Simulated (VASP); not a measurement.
Mn: single point with PBEsol

The system is Mn.

```
Mn
1.0
     2.45095    0.00000    0.00000
    -1.22547    2.12258    0.00000
     0.00000    0.00000    3.97464
Mn
2
Cartesian
  0.0000 1.4151 0.9937
  1.2255 0.7075 2.9810
```

This isn't the form of Mn at room conditions, which is a 58-atom cubic cell.

| Property | Result |
| --- | --- |
| Program | VASP 6.6.1 |
| Task | single point |
| Functional | PBEsol |
| Potentials or basis | VASP PAW PBE potentials, release 64 (Mn_sv) |
| Cutoff | 680 eV |
| k mesh | 12 × 12 × 6 |
| Occupations | gaussian, width 0.1 eV |
| Spin | no spin polarisation |

```
Pressure               : -1.9 GPa
Band gap on the k mesh : zero (bands 15 and 16 overlap by 2.14 eV)
```

Stress tensor (GPa, compression positive):
```
-2.04  0.00  0.00
 0.00 -2.04  0.00
 0.00  0.00 -1.69
```

Levels at points of the mesh, in eV from the Fermi level:
| k point | band 11 | band 12 | band 13 | band 14 | band 15 | band 16 | band 17 | band 18 | band 19 | band 20 |
| --- | --- | --- | --- | --- | --- | --- | --- | --- | --- | --- |
| (0.00, 0.00, 0.00) | -1.03 | -1.00 | -1.00 | -0.50 | -0.50 | 0.07 | 0.07 | 0.72 | 1.72 | 1.72 |
| (0.50, 0.00, 0.00) | -3.90 | -1.39 | -1.21 | -0.99 | -0.44 | 1.96 | 2.10 | 2.19 | 3.79 | 5.95 |
| (0.00, 0.00, 0.50) | -1.63 | -1.63 | -1.08 | -1.08 | -1.08 | -1.08 | 1.28 | 1.28 | 1.28 | 1.28 |
| (0.50, 0.00, 0.50) | -2.80 | -2.80 | 0.21 | 0.21 | 0.90 | 0.90 | 2.10 | 2.10 | 3.32 | 3.32 |

Wall time 24 s on 1 thread of Intel(R) Xeon(R) Platinum 8488C (Sapphire Rapids), with other jobs on the host, peak memory 0.17 GiB.

Caveat: the PAW data sets were made with another functional, which shifts forces and pressure a little; the run has no spin polarisation, though such a crystal can be magnetic. Spin polarisation is off, so any magnetic state and its effect on volume and gap are missing.
